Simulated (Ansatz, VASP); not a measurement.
One calculation of Zn3AsN, two programs

```
Zn As N
1.0
     4.17117    0.00000    0.00000
     0.00000    4.17117    0.00000
     0.00000    0.00000    4.17117
Zn As N
3 1 1
Direct
  0.00000 0.50000 0.50000
  0.50000 0.00000 0.50000
  0.50000 0.50000 0.00000
  0.00000 0.00000 0.00000
  0.50000 0.50000 0.50000
```

Alike in both runs: task relaxation of cell and atoms; functional PBE; k mesh 8 × 8 × 8; occupations fermi-dirac, width 0.15 eV; no spin polarisation.

|  | VASP | Ansatz |
| --- | --- | --- |
| version | VASP 6.6.1 | Ansatz 0.2.0 |
| potentials or method | VASP PAW PBE potentials, release 64 (Zn, As, N), cutoff 600 eV | scalar-relativistic, plane waves, PAW |
| valence electrons in the cell | 46 | 56 |

```csv
,VASP,Ansatz,Ansatz less VASP
"gap on the k mesh at the Fermi level, each at its own relaxed structure (eV)",none,none,-
relaxed volume (Å³/atom),14.60,14.54,-0.062
relaxed length of the cell vector where the two differ most in proportion (Å),4.179,4.173,-0.0059
```

A gap of «none» marks a metal or a gap that the smearing closes. VASP's potentials hold 46 valence electrons a cell and Ansatz's 56, so a difference there can come from the potentials and not from the codes.
